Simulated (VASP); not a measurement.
# Rb (P6/mmm) in VASP: notebook

Runs on Rb. Level: PBE. Tasks: single point, relaxation of shape and atoms at fixed volume.

Everything below comes from runs of VASP 6.6.1. Logs are shortened: lines on timing, memory, paths and dates and some standing lists are left out, and cuts for length are marked.

## (1) The cell of the first run

Symmetry: P6/mmm, No. 191, hexagonal system. The conventional cell has a = 8.098 Å, b = 8.098 Å, c = 4.838 Å, α = 90.00°, β = 90.00°, γ = 120.00°.

This isn't the form of Rb at room conditions, which is bcc.

## (2) Single point, PBE

INCAR

```
SYSTEM = Rb
ALGO = Normal
EDIFF = 1E-6
ENCUT = 520
GGA = PE
ISIF = 2
ISMEAR = -1
LASPH = .True.
LCHARG = .True.
LELF = .True.
LREAL = .False.
LVHAR = .True.
LWAVE = .False.
NBANDS = 20
NELM = 60
PREC = Accurate
SIGMA = 0.05
```

KPOINTS

```
k-points
0
Gamma
  5 5 7
  0 0 0
```

POSCAR

```
Rb
1.0
    8.0979997712      0.0000000000      0.0000000000
   -4.0489998856      7.0130735217      0.0000000000
    0.0000000000      0.0000000000      4.8382965169
Rb
3
Direct
    0.0000000000      0.0000000000      0.0000000000
    0.3333333333      0.6666666667      0.5000000000
    0.6666666667      0.3333333333      0.5000000000
```

Potentials or basis: VASP PAW PBE potentials, release 64 (Rb_sv).

Command:

```console
cat potpaw_PBE.64/Rb_sv/POTCAR > POTCAR
mpirun -np 1 vasp_std > vasp.out
```

OUTCAR:

```text
SYSTEM = Rb
   EDIFF = 1E-6
   ENCUT = 520
   GGA = PE
   ISIF = 2
   ISMEAR = -1
   LASPH = .True.
   LREAL = .False.
   NELM = 60
   PREC = Accurate

 ion  position               nearest neighbor table
   1  0.000  0.000  0.000-   2 5.26   3 5.26   2 5.26   3 5.26   3 5.26   3 5.26   2 5.26   2 5.26
                             3 5.26   3 5.26   2 5.26   2 5.26
   2  0.333  0.667  0.500-   3 4.68   3 4.68   3 4.68   1 5.26   1 5.26   1 5.26   1 5.26   1 5.26
                             1 5.26
   3  0.667  0.333  0.500-   2 4.68   2 4.68   2 4.68   1 5.26   1 5.26   1 5.26   1 5.26   1 5.26
                             1 5.26

  LATTYP: Found a hexagonal cell.
 ALAT       =     8.0979997712
 C/A-ratio  =     0.5974680975

  Lattice vectors:

 A1 = (   8.0979997712,   0.0000000000,   0.0000000000)
 A2 = (  -4.0489998856,   7.0130735217,   0.0000000000)
 A3 = (   0.0000000000,   0.0000000000,   4.8382965169)

Analysis of symmetry for initial positions (statically):
=====================================================================
 Subroutine PRICEL returns:
 Original cell was already a primitive cell.

 Routine SETGRP: Setting up the symmetry group for a
 hexagonal supercell.

 Subroutine GETGRP returns: Found 24 space group operations
 (whereof 24 operations were pure point group operations)
 out of a pool of 24 trial point group operations.

The static configuration has the point symmetry D_6h.

Analysis of symmetry for dynamics (positions and initial velocities):
=====================================================================
 Subroutine PRICEL returns:
 Original cell was already a primitive cell.

 Routine SETGRP: Setting up the symmetry group for a
 hexagonal supercell.

 Subroutine GETGRP returns: Found 24 space group operations
 (whereof 24 operations were pure point group operations)
 out of a pool of 24 trial point group operations.

The dynamic configuration has the point symmetry D_6h.

 Subroutine INISYM returns: Found 24 space group operations
 (whereof 24 operations are pure point group operations),
 and found     1 'primitive' translations

----------------------------------------------------------------------------------------

                                     Primitive cell

  volume of cell :     274.7759

  direct lattice vectors                    reciprocal lattice vectors
     8.097999771  0.000000000  0.000000000     0.123487284  0.071295417  0.000000000
    -4.048999886  7.013073522  0.000000000     0.000000000  0.142590834  0.000000000
     0.000000000  0.000000000  4.838296517     0.000000000  0.000000000  0.206684315

  length of vectors
     8.097999771  8.097999771  4.838296517     0.142590834  0.142590834  0.206684315

  position of ions in fractional coordinates (direct lattice)
     0.000000000  0.000000000  0.000000000
     0.333333333  0.666666667  0.500000000
     0.666666667  0.333333333  0.500000000

  ion indices of the primitive-cell ions
   primitive index   ion index
                 1           1
                 2           2
                 3           3

----------------------------------------------------------------------------------------

 KPOINTS: k-points

Automatic generation of k-mesh.
 Grid dimensions read from file:
 generate k-points for:    5    5    7

 Generating k-lattice:

  Cartesian coordinates                     Fractional coordinates (reciprocal lattice)
     0.024697457  0.014259083  0.000000000     0.200000000  0.000000000  0.000000000
     0.000000000  0.028518167  0.000000000     0.000000000  0.200000000  0.000000000
     0.000000000  0.000000000  0.029526331     0.000000000  0.000000000  0.142857143

  Length of vectors
     0.028518167  0.028518167  0.029526331

  Shift w.r.t. Gamma in fractional coordinates (k-lattice)
     0.000000000  0.000000000  0.000000000

 Subroutine IBZKPT returns following result:
 ===========================================

 Found     20 irreducible k-points:

 Following reciprocal coordinates:
            Coordinates               Weight
  0.000000  0.000000  0.000000      1.000000
  0.200000 -0.000000  0.000000      6.000000
  0.400000  0.000000  0.000000      6.000000
  0.200000  0.200000  0.000000      6.000000
  0.400000  0.200000  0.000000      6.000000
  0.000000  0.000000  0.142857      2.000000
[... 12 lines left out ...]
  0.200000  0.200000  0.428571     12.000000
  0.400000  0.200000  0.428571     12.000000
   k-points           NKPTS =     20   k-points in BZ     NKDIM =     20   number of bands    NBANDS=     20
   number of dos      NEDOS =    301   number of ions     NIONS =      3
   total plane-waves  NPLWV = 129600
   dimension x,y,z NGX =    60 NGY =   60 NGZ =   36
   dimension x,y,z NGXF=   120 NGYF=  120 NGZF=   72
   ions per type =               3
   NGX,Y,Z   is equivalent  to a cutoff of  12.32, 12.32, 12.37 a.u.
   NGXF,Y,Z  is equivalent  to a cutoff of  24.64, 24.64, 24.74 a.u.
 SYSTEM =  Rb
   PREC   = accura    normal or accurate (medium, high low for compatibility)
   ISTART =      0    job   : 0-new  1-cont  2-samecut
   ICHARG =      2    charge: 1-file 2-atom 10-const
   ISPIN  =      1    spin polarized calculation?
   LNONCOLLINEAR =      F non collinear calculations
   LSORBIT =      F    spin-orbit coupling
   LASPH  =      T    aspherical Exc in radial PAW
   ENCUT  =  520.0 eV  38.22 Ry    6.18 a.u.  15.06 15.06  9.00*2*pi/ulx,y,z
   NELM   =     60;   NELMIN=  2; NELMDL= -5     # of ELM steps
   EDIFF  = 0.1E-05   stopping-criterion for ELM
   LREAL  =      F    real-space projection
   EDIFFG = 0.1E-04   stopping-criterion for IOM
   NSW    =      0    number of steps for IOM
   IBRION =     -1    ionic relax: 0-MD 1-quasi-New 2-CG
   NFREE  =      0    steps in history (QN), initial steepest desc. (CG)
   ISIF   =      2    stress and relaxation
   ISYM   =      2    0-nonsym 1-usesym 2-fastsym
   POTIM  = 0.5000    time-step for ionic-motion
   TEBEG  =    0.0;   TEEND  =   0.0 temperature during run
   PSTRESS=    0.0 pullay stress
   NELECT =      27.0000    total number of electrons
   NUPDOWN=      -1.0000    fix difference up-down
   EMIN   =  10.00;   EMAX   =-10.00  energy-range for DOS
   EFERMI =   0.00;   METHOD = LEGACY
   ISMEAR =    -1;   SIGMA  =   0.05  broadening in eV -4-tet -1-fermi 0-gaus
   EFERMI_NEDOS =   21; number of points for ismear=-14 and -15
   IALGO  =     38    algorithm
   IMIX   =      4    mixing-type and parameters
     AMIX     =   0.40;   BMIX     =  1.00
     AMIX_MAG =   1.60;   BMIX_MAG =  1.00
  volume/ion in A,a.u.               =      91.59       618.09
  Fermi-wavevector in a.u.,A,eV,Ry     =   0.755446  1.427585  7.764819  0.570698
  Thomas-Fermi vector in A             =   1.853342
   LORBIT       =      0    0 simple, 1 ext, 2 COOP (PROOUT), +10 PAW based schemes
   GGA     = PE    functional components
   LHFCALC =     F    Hartree Fock is set to
   AEXX    =    0.0000 exact exchange contribution
   IVDW    =     0    specifies the selected vdW correction
   LEPSILON=     F    determine dielectric tensor
   LRPA    =     F    only Hartree local field effects (RPA)
 non-spin polarized calculation
  energy-cutoff  :      520.00
  volume of cell :      274.78
 maximum number of plane-waves:      7422
   NGX = 31   NGY = 31   NGZ = 17

 number of electron      27.0000000 magnetization

 Free energy of the ion-electron system (eV)
  ---------------------------------------------------
  ext. energy  EPLUGINS =         0.00000000
  ---------------------------------------------------
  free energy    TOTEN  =        -2.80328199 eV

  energy without entropy =       -2.78372832  energy(sigma->0) =       -2.79350516

 E-fermi :  -0.0384     XC(G=0):  -5.4492

 val. band max:       -0.0475828784   @ k =   0.2000   0.2000   0.1429
 cond. band min:       0.1796311672   @ k =   0.2000  -0.0000   0.0000
 fundamental gap:      0.2272140456
 Fermi energy:        -0.0384166135

 k-point     1 :       0.0000    0.0000    0.0000
  band No.  band energies     occupation
      1     -28.9434      2.00000
      2     -28.9378      2.00000
      3     -28.8609      2.00000
      4     -13.0663      2.00000
      5     -13.0663      2.00000
      6     -13.0051      2.00000
[... 12 lines left out ...]
     19       1.3274      0.00000
     20       3.1320      0.00000

 k-point     2 :       0.2000   -0.0000    0.0000
  band No.  band energies     occupation
      1     -28.9429      2.00000
      2     -28.9382      2.00000
      3     -28.8609      2.00000
      4     -13.0706      2.00000
      5     -13.0634      2.00000
      6     -13.0040      2.00000
[... 12 lines left out ...]
     19       2.0775      0.00000
     20       3.1991      0.00000

 k-point     3 :       0.4000    0.0000    0.0000
  band No.  band energies     occupation
      1     -28.9418      2.00000
      2     -28.9393      2.00000
      3     -28.8609      2.00000
      4     -13.0766      2.00000
      5     -13.0526      2.00000
      6     -13.0125      2.00000
[... 12 lines left out ...]
     19       2.6418      0.00000
     20       2.6680      0.00000

 k-point     4 :       0.2000    0.2000    0.0000
  band No.  band energies     occupation
      1     -28.9421      2.00000
      2     -28.9391      2.00000
      3     -28.8609      2.00000
      4     -13.0741      2.00000
      5     -13.0567      2.00000
      6     -13.0111      2.00000
[... 337 lines left out ...]
 k-point    19 :       0.2000    0.2000    0.4286
  band No.  band energies     occupation
      1     -28.9399      2.00000
      2     -28.9369      2.00000
      3     -28.8587      2.00000
      4     -13.0663      2.00000
      5     -13.0651      2.00000
      6     -13.0540      2.00000
[... 12 lines left out ...]
     19       2.1715      0.00000
     20       2.3801      0.00000

 k-point    20 :       0.4000    0.2000    0.4286
  band No.  band energies     occupation
      1     -28.9390      2.00000
      2     -28.9378      2.00000
      3     -28.8587      2.00000
      4     -13.0694      2.00000
      5     -13.0632      2.00000
      6     -13.0576      2.00000
[... 12 lines left out ...]
     19       2.1820      0.00000
     20       2.7752      0.00000

------------------------ aborting loop because EDIFF is reached ----------------------------------------

  FORCE on cell =-STRESS in cart. coord.  units (eV):
  Direction    XX          YY          ZZ          XY          YZ          ZX
  --------------------------------------------------------------------------------------
  -------------------------------------------------------------------------------------
  Total        0.0037033      0.0037033      0.0057000      0.0000000      0.0000000      0.0000000
  in kB        0.0215933      0.0215933      0.0332360      0.0000000      0.0000000      0.0000000
  external PRESSURE =       0.0254742 kB  Pullay stress =       0.0000000 kB

 VOLUME and BASIS-vectors are now :
 -----------------------------------------------------------------------------
  energy-cutoff  :      520.00
  volume of cell :      274.78
      direct lattice vectors                 reciprocal lattice vectors
     8.097999771  0.000000000  0.000000000     0.123487284  0.071295417  0.000000000
    -4.048999886  7.013073522  0.000000000     0.000000000  0.142590834  0.000000000
     0.000000000  0.000000000  4.838296517     0.000000000  0.000000000  0.206684315

 POSITION                                       TOTAL-FORCE (eV/Angst)
 -----------------------------------------------------------------------------------
      0.00000      0.00000      0.00000         0.000000      0.000000      0.000000
     -0.00000      4.67538      2.41915         0.000000      0.000000      0.000000
      4.04900      2.33769      2.41915        -0.000000     -0.000000      0.000000
 -----------------------------------------------------------------------------------
    total drift:                                0.000000     -0.000000      0.000000

  FREE ENERGIE OF THE ION-ELECTRON SYSTEM (eV)
  ---------------------------------------------------
  free  energy   TOTEN  =        -2.8032819865 eV

  energy  without entropy=       -2.7837283247  energy(sigma->0) =       -2.79350516
```

Run time: 84 s. Hardware: 1 thread of Intel Xeon 6975P-C (Granite Rapids), shared host; peak memory 0.35 GiB.

What came out:

```
Free energy            : -2.8033 eV
Pressure               : 0.0 GPa
Band gap on the k mesh : zero (an odd number of electrons rules out a gap without spin polarisation)
```

## (3) Single point, PBE (91.59 Å³/atom)

INCAR

```
SYSTEM = Rb
PREC = Accurate
ENCUT = 520
EDIFF = 1E-7
ISMEAR = -1
SIGMA = 0.05
LREAL = .FALSE.
LASPH = .TRUE.
NELM = 100
ALGO = Normal
ISIF = 2
LWAVE = .FALSE.
LCHARG = .FALSE.
GGA = PE
NBANDS = 20
```

KPOINTS

```
regular mesh
0
G
  5 5 7
  0 0 0
```

Edit POSCAR of step 2 so:

```diff
@@ -4,3 +4,3 @@
    -4.0489998856      7.0130735217      0.0000000000
-    0.0000000000      0.0000000000      4.8382965169
+    0.0000000000      0.0000000000      4.8382965170
 Rb
```

Potentials or basis: VASP PAW PBE potentials, release 64 (Rb_sv).

Command:

```console
cat potpaw_PBE.64/Rb_sv/POTCAR > POTCAR
mpirun -np 1 vasp_std > vasp.out
```

Run time: 72 s. Hardware: 1 thread of Intel Xeon 6975P-C (Granite Rapids), shared host; peak memory 0.35 GiB.

The run converged. Its results:

```
Free energy            : -2.8033 eV
Pressure               : 0.0 GPa
Band gap on the k mesh : zero (an odd number of electrons rules out a gap without spin polarisation)
```

Levels at points of the mesh, in eV from the Fermi level:
```
           k point  band 10  band 11  band 12  band 13  band 14  band 15  band 16  band 17
(0.00, 0.00, 0.00)   -12.90   -12.90   -12.87    -1.93     1.09     1.09     1.11     1.11
```

[end of part 1 of 2]
